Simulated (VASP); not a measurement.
# In2S (P-4m2) in VASP: notebook, part 2 of 2

VASP 6.6.1. Earlier steps stand in the parts before.

## 3. Single point, PBE (atoms taken out, then relaxed in part)

Contents of INCAR:

```
  ALGO = Normal
  EDIFF = 1E-6
  ENCUT = 520
  GGA = PE
  ISIF = 2
  ISMEAR = 0
  LASPH = True
  LCHARG = True
  LELF = True
  LREAL = False
  LVHAR = True
  LWAVE = False
  NBANDS = 23
  NELM = 80
  PREC = Accurate
  SIGMA = 0.1
```

Contents of KPOINTS:

```
k-points
0
Gamma
  12 12 8
```

Contents of POSCAR:

```
In2S
1.0
    3.9454275139      0.0000000000      0.0000000000
    0.0000000000      3.9454275139      0.0000000000
    0.0000000000      0.0000000000      5.4424722845
In S
2 1
Direct
    0.5000000000      0.0000000000      0.6618652174
    0.0000000000      0.5000000000      0.3381347826
    0.0000000000      0.0000000000      0.0000000000
```

Potentials or basis: VASP PAW PBE potentials, release 64 (In_d, S).

On the command line:

```console
$ cat potpaw_PBE.64/In_d/POTCAR potpaw_PBE.64/S/POTCAR > POTCAR
$ mpirun -np 1 vasp_std > vasp.out
```

OUTCAR:

```text
EDIFF = 1E-6
   ENCUT = 520
   GGA = PE
   ISIF = 2
   ISMEAR = 0
   LASPH = True
   LREAL = False
   NELM = 80
   PREC = Accurate

 ion  position               nearest neighbor table
   1  0.500  0.000  0.662-   3 2.70   3 2.70   2 3.30   2 3.30   2 3.30   2 3.30
   2  0.000  0.500  0.338-   3 2.70   3 2.70   1 3.30   1 3.30   1 3.30   1 3.30
   3  0.000  0.000  0.000-   1 2.70   2 2.70   2 2.70   1 2.70

  LATTYP: Found a simple tetragonal cell.
 ALAT       =     3.9454275139
 C/A-ratio  =     1.3794379102

  Lattice vectors:

 A1 = (   3.9454275139,   0.0000000000,   0.0000000000)
 A2 = (   0.0000000000,   3.9454275139,   0.0000000000)
 A3 = (   0.0000000000,   0.0000000000,   5.4424722845)

Analysis of symmetry for initial positions (statically):
=====================================================================
 Subroutine PRICEL returns:
 Original cell was already a primitive cell.

 Routine SETGRP: Setting up the symmetry group for a
 simple tetragonal supercell.

 Subroutine GETGRP returns: Found  8 space group operations
 (whereof  8 operations were pure point group operations)
 out of a pool of 16 trial point group operations.

The static configuration has the point symmetry D_2d.

Analysis of symmetry for dynamics (positions and initial velocities):
=====================================================================
 Subroutine PRICEL returns:
 Original cell was already a primitive cell.

 Routine SETGRP: Setting up the symmetry group for a
 simple tetragonal supercell.

 Subroutine GETGRP returns: Found  8 space group operations
 (whereof  8 operations were pure point group operations)
 out of a pool of 16 trial point group operations.

The dynamic configuration has the point symmetry D_2d.

 Subroutine INISYM returns: Found  8 space group operations
 (whereof  8 operations are pure point group operations),
 and found     1 'primitive' translations

----------------------------------------------------------------------------------------

                                     Primitive cell

  volume of cell :      84.7197

  direct lattice vectors                    reciprocal lattice vectors
     3.945427514  0.000000000  0.000000000     0.253457958  0.000000000  0.000000000
     0.000000000  3.945427514  0.000000000     0.000000000  0.253457958  0.000000000
     0.000000000  0.000000000  5.442472284     0.000000000  0.000000000  0.183740026

  length of vectors
     3.945427514  3.945427514  5.442472284     0.253457958  0.253457958  0.183740026

  position of ions in fractional coordinates (direct lattice)
     0.500000000  0.000000000  0.661865217
     0.000000000  0.500000000  0.338134783
     0.000000000  0.000000000  0.000000000

  ion indices of the primitive-cell ions
   primitive index   ion index
                 1           1
                 2           2
                 3           3

----------------------------------------------------------------------------------------

 KPOINTS: k-points

Automatic generation of k-mesh.
 Grid dimensions read from file:
 generate k-points for:   12   12    8

 Generating k-lattice:

  Cartesian coordinates                     Fractional coordinates (reciprocal lattice)
     0.021121496  0.000000000  0.000000000     0.083333333  0.000000000  0.000000000
     0.000000000  0.021121496  0.000000000     0.000000000  0.083333333  0.000000000
     0.000000000  0.000000000  0.022967503     0.000000000  0.000000000  0.125000000

  Length of vectors
     0.021121496  0.021121496  0.022967503

  Shift w.r.t. Gamma in fractional coordinates (k-lattice)
     0.000000000  0.000000000  0.000000000

 Subroutine IBZKPT returns following result:
 ===========================================

 Found    140 irreducible k-points:

 Following reciprocal coordinates:
            Coordinates               Weight
  0.000000  0.000000  0.000000      1.000000
  0.083333  0.000000  0.000000      4.000000
  0.166667  0.000000  0.000000      4.000000
  0.250000  0.000000  0.000000      4.000000
  0.333333  0.000000  0.000000      4.000000
  0.416667  0.000000  0.000000      4.000000
[... 16 lines left out ...]
  0.333333  0.333333  0.000000      4.000000
  0.416667  0.333333  0.000000      8.000000
 [... further k-points ...]
   k-points           NKPTS =    140   k-points in BZ     NKDIM =    140   number of bands    NBANDS=     23
   number of dos      NEDOS =    301   number of ions     NIONS =      3
   total plane-waves  NPLWV =  36000
   dimension x,y,z NGX =    30 NGY =   30 NGZ =   40
   dimension x,y,z NGXF=    60 NGYF=   60 NGZF=   80
   ions per type =               2   1
   NGX,Y,Z   is equivalent  to a cutoff of  12.64, 12.64, 12.22 a.u.
   NGXF,Y,Z  is equivalent  to a cutoff of  25.28, 25.28, 24.44 a.u.
 SYSTEM =  unknown system
   PREC   = accura    normal or accurate (medium, high low for compatibility)
   ISTART =      0    job   : 0-new  1-cont  2-samecut
   ICHARG =      2    charge: 1-file 2-atom 10-const
   ISPIN  =      1    spin polarized calculation?
   LNONCOLLINEAR =      F non collinear calculations
   LSORBIT =      F    spin-orbit coupling
   LASPH  =      T    aspherical Exc in radial PAW
   ENCUT  =  520.0 eV  38.22 Ry    6.18 a.u.   7.34  7.34 10.12*2*pi/ulx,y,z
   NELM   =     80;   NELMIN=  2; NELMDL= -5     # of ELM steps
   EDIFF  = 0.1E-05   stopping-criterion for ELM
   LREAL  =      F    real-space projection
[... 7 lines left out ...]
   TEBEG  =    0.0;   TEEND  =   0.0 temperature during run
   PSTRESS=    0.0 pullay stress
   NELECT =      32.0000    total number of electrons
   NUPDOWN=      -1.0000    fix difference up-down
   EMIN   =  10.00;   EMAX   =-10.00  energy-range for DOS
   EFERMI =   0.00;   METHOD = LEGACY
   ISMEAR =     0;   SIGMA  =   0.10  broadening in eV -4-tet -1-fermi 0-gaus
   EFERMI_NEDOS =   21; number of points for ismear=-14 and -15
   IALGO  =     38    algorithm
   IMIX   =      4    mixing-type and parameters
     AMIX     =   0.40;   BMIX     =  1.00
     AMIX_MAG =   1.60;   BMIX_MAG =  1.00
  volume/ion in A,a.u.               =      28.24       190.57
  Fermi-wavevector in a.u.,A,eV,Ry     =   1.183396  2.236294 19.053948  1.400426
  Thomas-Fermi vector in A             =   2.319631
   LORBIT       =      0    0 simple, 1 ext, 2 COOP (PROOUT), +10 PAW based schemes
   GGA     = PE    functional components
   LHFCALC =     F    Hartree Fock is set to
   AEXX    =    0.0000 exact exchange contribution
   IVDW    =     0    specifies the selected vdW correction
   LEPSILON=     F    determine dielectric tensor
   LRPA    =     F    only Hartree local field effects (RPA)
 non-spin polarized calculation
 Gauss-broadening in eV      SIGMA  =   0.10
  energy-cutoff  :      520.00
  volume of cell :       84.72
 maximum number of plane-waves:      2317
 NGX is ok and might be reduce to    30
   NGX = 15   NGY = 15   NGZ = 21

 number of electron      32.0000001 magnetization

 Free energy of the ion-electron system (eV)
  ---------------------------------------------------
  ext. energy  EPLUGINS =         0.00000000
  ---------------------------------------------------
  free energy    TOTEN  =       -10.06810080 eV

  energy without entropy =      -10.06491555  energy(sigma->0) =      -10.06650818

 E-fermi :   5.2161     XC(G=0):  -9.1730

 val. band max:        5.2148347546   @ k =   0.5000   0.3333   0.2500
 cond. band min:       5.2265110543   @ k =   0.1667   0.0833   0.2500
 fundamental gap:      0.0116762997
 Fermi energy:         5.2160727840

 k-point     1 :       0.0000    0.0000    0.0000
  band No.  band energies     occupation
      1      -9.5275      2.00000
      2      -9.3219      2.00000
      3      -9.3083      2.00000
      4      -9.3083      2.00000
      5      -9.2906      2.00000
      6      -9.2253      2.00000
[... 15 lines left out ...]
     22      11.2182      0.00000
     23      11.5531      0.00000

 k-point     2 :       0.0833    0.0000    0.0000
  band No.  band energies     occupation
      1      -9.5203      2.00000
      2      -9.3251      2.00000
      3      -9.3198      2.00000
      4      -9.3101      2.00000
      5      -9.2816      2.00000
      6      -9.2251      2.00000
[... 15 lines left out ...]
     22      11.2304      0.00000
     23      11.7297      0.00000
[... 544 lines left out ...]
     22      11.6060      0.00000
     23      13.4207      0.00000

 k-point    24 :       0.4167    0.3333    0.0000
  band No.  band energies     occupation
      1      -9.5679      2.00000
      2      -9.3652      2.00000
      3      -9.2917      2.00000
      4      -9.2614      2.00000
      5      -9.2389      2.00000
      6      -9.2298      2.00000
[... 15 lines left out ...]
     22      11.3169      0.00000
     23      13.4480      0.00000

 [... further k-points ...]
[... 5 lines left out ...]
  --------------------------------------------------------------------------------------
  -------------------------------------------------------------------------------------
  Total       -0.0218501     -0.0218501     -0.0035422      0.0000000      0.0000000      0.0000000
  in kB       -0.4132191     -0.4132191     -0.0669887      0.0000000      0.0000000      0.0000000
  external PRESSURE =      -0.2978090 kB  Pullay stress =       0.0000000 kB

 VOLUME and BASIS-vectors are now :
 -----------------------------------------------------------------------------
  energy-cutoff  :      520.00
  volume of cell :       84.72
      direct lattice vectors                 reciprocal lattice vectors
     3.945427514  0.000000000  0.000000000     0.253457958  0.000000000  0.000000000
     0.000000000  3.945427514  0.000000000     0.000000000  0.253457958  0.000000000
     0.000000000  0.000000000  5.442472284     0.000000000  0.000000000  0.183740026

 POSITION                                       TOTAL-FORCE (eV/Angst)
 -----------------------------------------------------------------------------------
      1.97271      0.00000      3.60218         0.000000     -0.000000     -0.008189
      0.00000      1.97271      1.84029        -0.000000     -0.000000      0.008189
      0.00000      0.00000      0.00000        -0.000000      0.000000      0.000000
 -----------------------------------------------------------------------------------
    total drift:                                0.000000      0.000000      0.000000

  FREE ENERGIE OF THE ION-ELECTRON SYSTEM (eV)
  ---------------------------------------------------
  free  energy   TOTEN  =       -10.0681007956 eV

  energy  without entropy=      -10.0649155547  energy(sigma->0) =      -10.06650818
```

OSZICAR:

```text
N       E                     dE             d eps       ncg     rms          rms(c)
DAV:   1     0.266167004035E+03    0.26617E+03   -0.15098E+04  6440   0.167E+03
DAV:   2     0.158378726043E+02   -0.25033E+03   -0.24021E+03  6580   0.399E+02
DAV:   3    -0.939028586280E+01   -0.25228E+02   -0.24313E+02  8205   0.133E+02
DAV:   4    -0.104955494525E+02   -0.11053E+01   -0.11030E+01  7455   0.296E+01
DAV:   5    -0.105492953574E+02   -0.53746E-01   -0.53739E-01 10134   0.600E+00    0.681E+00
DAV:   6    -0.100659359689E+02    0.48336E+00   -0.68577E-01  9506   0.124E+01    0.420E+00
DAV:   7    -0.100694691235E+02   -0.35332E-02   -0.32298E-01  8782   0.327E+00    0.188E+00
DAV:   8    -0.100681295940E+02    0.13395E-02   -0.22466E-02  9925   0.163E+00    0.513E-01
DAV:   9    -0.100679241866E+02    0.20541E-03   -0.53489E-03 10654   0.799E-01    0.225E-01
DAV:  10    -0.100679737719E+02   -0.49585E-04   -0.91493E-04  8035   0.249E-01    0.982E-02
DAV:  11    -0.100681039817E+02   -0.13021E-03   -0.28821E-04  9328   0.147E-01    0.271E-02
DAV:  12    -0.100680935492E+02    0.10432E-04   -0.48384E-05 10087   0.775E-02    0.265E-02
DAV:  13    -0.100681004906E+02   -0.69414E-05   -0.12955E-05  6953   0.229E-02    0.538E-03
DAV:  14    -0.100681007956E+02   -0.30499E-06   -0.82691E-07  6127   0.941E-03
   1 F= -.10068101E+02 E0= -.10066508E+02  d E =-.318524E-02
```

stdout:

```text
POSCAR found type information on POSCAR InS
 POSCAR found :  2 types and       3 ions
 scaLAPACK will be used
 LDA part: xc-table for (Slater+PW92), standard interpolation
 POSCAR, INCAR and KPOINTS ok, starting setup
 FFT: planning ... GRIDC
 FFT: planning ... GRID_SOFT
 FFT: planning ... GRID
 WAVECAR not read
 entering main loop
```

It took 1.9 min on 1 thread of Intel Xeon 6975P-C (Granite Rapids), shared host; peak memory 0.34 GiB.

Results:

```
Free energy            : -10.0681 eV
Pressure               : 0.0 GPa
Largest force          : 0.008 eV/Å
Band gap on the k mesh : zero (bands 16 and 17 overlap by 2.89 eV)
```

Forces in eV/Å, atoms in the order of the input:
```
In   0.000  0.000 -0.008
In   0.000  0.000  0.008
S    0.000  0.000  0.000
```

Levels at points of the mesh, in eV from the Fermi level:
| k point | band 14 | band 15 | band 16 | band 17 | band 18 | band 19 |
| --- | --- | --- | --- | --- | --- | --- |
| (0.00, 0.00, 0.00) | -2.40 | -2.40 | 1.48 | 2.09 | 3.67 | 3.67 |
| (0.50, 0.00, 0.00) | -3.44 | -2.02 | -1.94 | 0.46 | 3.48 | 4.41 |
| (0.50, 0.50, 0.00) | -3.26 | -1.68 | -0.79 | -0.79 | -0.30 | 3.02 |
| (0.00, 0.00, 0.50) | -2.17 | -1.71 | -1.39 | 2.28 | 2.28 | 3.32 |
| (0.50, 0.00, 0.50) | -3.87 | -1.94 | -0.40 | 1.66 | 3.09 | 4.69 |
| (0.50, 0.50, 0.50) | -4.35 | -1.91 | -1.91 | -1.14 | 1.42 | 2.68 |

Caveat: the cell differs from its parent crystal (atoms taken out, then relaxed in part); spin-orbit coupling is left out, which moves the levels of the heavy elements.

The gap in the log of VASP goes by the Fermi energy; the results here count the filled bands.